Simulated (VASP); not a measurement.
Set up this calculation in VASP 6.6.1, as the native input.

```
Task                   : single point
Functional             : PBE
Potentials or basis    : VASP PAW PBE potentials, release 64 (Hg, Ge_d)
Cutoff                 : 500 eV
k mesh                 : 4 × 4 × 4
Occupations            : fermi-dirac, width 0.05 eV
Spin                   : no spin polarisation
Dipole correction      : no
Further INCAR settings : ALGO = Normal; EDIFF = 1e-06; NBANDS = 35
```

The structure of HgGe3 lies in POSCAR:

```
HgGe3
1.0
    4.3575650405      0.0000000000      0.0000000000
    0.0000000000      4.3575650405      0.0000000000
    0.0000000000      0.0000000000      4.3575650405
Hg Ge
1 3
Direct
    0.0000000000      0.0000000000      0.0000000000
    0.0000000000      0.5000000000      0.5000000000
    0.5000000000      0.0000000000      0.5000000000
    0.5000000000      0.5000000000      0.0000000000
```

One way to write it, as run:

INCAR

```
SYSTEM = HgGe3
  PREC = Accurate
  ENCUT = 500
  EDIFF = 1E-6
  ISMEAR = -1
  SIGMA = 0.05
  LREAL = .FALSE.
  LASPH = .TRUE.
  NELM = 120
  ALGO = Normal
  ISIF = 2
  LWAVE = .FALSE.
  LCHARG = .TRUE.
  GGA = PE
  LELF = .TRUE.
  LVHAR = .TRUE.
  NBANDS = 35
  GGA_COMPAT = .FALSE.
```

KPOINTS

```
Automatic mesh
0
G
  4 4 4
  0 0 0
```

Potentials or basis: VASP PAW PBE potentials, release 64 (Hg, Ge_d).

Launch:

```sh
$ cat potpaw_PBE.64/Hg/POTCAR potpaw_PBE.64/Ge_d/POTCAR > POTCAR
$ mpirun -np 1 vasp_std > vasp.out
```

It gave:

The pressure is 1.0 GPa. The band gap on the k mesh is zero (bands 27 and 28 overlap by 4.69 eV).

Caveat: the k points lie up to 0.36 Å⁻¹ apart, too coarse for converged energies and pressures of a metal; spin-orbit coupling is left out, which moves the levels of the heavy elements.

Run time: 42 s on 1 thread of Intel Xeon 8259CL, with other jobs on the host, peak memory 0.19 GiB.
